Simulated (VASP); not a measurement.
Crystal: Se.

```
Se
1.0
     2.39127    0.00000    0.00000
    -0.70803    2.28405    0.00000
    -0.70803   -0.96074    2.07216
Se
1
Direct
  0.00000 0.00000 0.00000
```

Base run:

| Quantity | Value |
| --- | --- |
| Program | VASP 6.6.1 |
| Functional | PBEsol |
| Potentials or basis | VASP PAW PBE potentials, release 64 (Se) |
| Cutoff | 520 eV |
| k mesh | 12 × 12 × 12 |
| Occupations | fermi-dirac, width 0.1 eV |
| Spin | no spin polarisation |

Its results: band gap on the k mesh zero (band 3 reaches 22.52 eV, above the bottom of band 4 at 6.89 eV); pressure 152.6 GPa.

Problem. The run is repeated on the same cell with these changes: functional from PBEsol to r2SCAN. What comes out?

Solution. Band gap on the k mesh zero (band 3 reaches 22.95 eV, above the bottom of band 4 at 6.64 eV); pressure 162.8 GPa.

Caveats: the PAW data sets were made with another functional, which shifts forces and pressure a little.
